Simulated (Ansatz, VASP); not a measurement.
## Two plane-wave programs on Cu

The input INCAR:

```
ALGO = Normal
EDIFF = 1E-7
ENCUT = 520
GGA = PE
ISIF = 2
ISMEAR = 0
LASPH = True
LCHARG = True
LELF = True
LREAL = False
LVHAR = True
LWAVE = False
NBANDS = 12
NELM = 60
PREC = Accurate
SIGMA = 0.15
```

KPOINTS

```
k-points
0
Gamma
  24 24 24
```

File POSCAR:

```
Cu
1.0
    0.0000000000      2.0261272095      1.3771586643
    2.0261272095      0.0000000000      1.3771586643
    2.0261272095      2.0261272095      0.0000000000
Cu
1
Direct
    0.0000000000      0.0000000000      0.0000000000
```

Input for Ansatz:

```yaml
crystal:
  lattice:
    - [0.0, 2.0261272095, 1.3771586643]
    - [2.0261272095, 0.0, 1.3771586643]
    - [2.0261272095, 2.0261272095, 0.0]
  atoms:
    - { symbol: Cu, position: [0.0, 0.0, 0.0] }
basis:
  ecutwfc: 520.0
kpoints:
  mp_grid: { grid: [24, 24, 24] }
hamiltonian:
  xc: pbe
  pseudopotentials: { kind: paw, azcp: { folder: soft_1 } }
scf:
  occupations: { method: gaussian, width: 0.15 }
output:
  forces: true
  stress: true
  eigenvalues: true
  write_density: true
  write_potential: true
  elf: true
  volumetric_format: npy
```

Alike in both runs: task single point; functional PBE; k mesh 24 × 24 × 24; occupations gaussian, width 0.15 eV; no spin polarisation.

|  | VASP | Ansatz |
| --- | --- | --- |
| version | VASP 6.6.1 | Ansatz 0.2.0 |
| potentials or method | VASP PAW PBE potentials, release 64 (Cu), cutoff 520 eV | scalar-relativistic, plane waves, PAW |
| valence electrons in the cell | 11 | 19 |

VASP gave:

- gap on the k mesh at the Fermi level (eV): none
- pressure (GPa): 10.2

Q: What did Ansatz give for the same quantities?

A: gap on the k mesh at the Fermi level (eV): none; pressure (GPa): 9.5.

A gap of «none» marks a metal or a gap that the smearing closes. The functional is the same, so the differences come from potentials, cutoffs and numerics. VASP's potentials hold 11 valence electrons a cell and Ansatz's 19, so a difference there can come from the potentials and not from the codes.
